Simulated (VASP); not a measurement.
A run of VASP 6.6.1 is set up as follows.

File POSCAR:

```
Bi
1.0
    3.2383762460      0.0000000000      0.0000000000
    0.0000000000      3.2216433200      0.0000000000
   -0.0804548793      0.0000000000      6.4438887882
Bi
2
Direct
    0.4557527500      0.0000000000      0.2504221100
    0.5442472500      0.0000000000      0.7495778900
```

Contents of INCAR.step1:

```
  PREC = Accurate
  ENCUT = 520
  ISMEAR = 0
  SIGMA = 0.05
  LREAL = False
  LASPH = True
  NELM = 80
  NBANDS = 22
  GGA = PE
  ALGO = Normal
  EDIFF = 1E-4
  LWAVE = True
  LCHARG = False
```

The input INCAR.step2:

```
  PREC = Accurate
  ENCUT = 520
  EDIFF = 1E-7
  ISMEAR = 0
  SIGMA = 0.05
  LREAL = False
  LASPH = True
  NELM = 80
  ALGO = Normal
  ISIF = 2
  LWAVE = False
  LCHARG = False
  METAGGA = R2SCAN
  LMIXTAU = True
  NBANDS = 22
  ISTART = 1
```

Contents of KPOINTS:

```
Automatic mesh
0
Gamma
  10 10 6
```

Potentials or basis: VASP PAW PBE potentials, release 64 (Bi_d).

Command:

```console
$ cat potpaw_PBE.64/Bi_d/POTCAR > POTCAR
$ cp INCAR.step1 INCAR
$ mpirun -np 1 vasp_std > vasp.out
$ cp INCAR.step2 INCAR
$ mpirun -np 1 vasp_std > vasp.out
```

**Question.** What does it give for the band gap on the k mesh?

**Answer.** Zero (band 15 reaches 10.83 eV, above the bottom of band 16 at 4.14 eV).

**Question.** Predict the largest force.

**Answer.** 0.041 eV/Å.

**Question.** Estimate the pressure.

**Answer.** 1.0 GPa.

Stress tensor (GPa, compression positive):
```
 1.25  0.00  0.12
 0.00  1.93  0.00
 0.12  0.00 -0.07
```

Caveat: the PAW data sets were made with another functional, which shifts forces and pressure a little; spin-orbit coupling is left out, which moves the levels of the heavy elements.
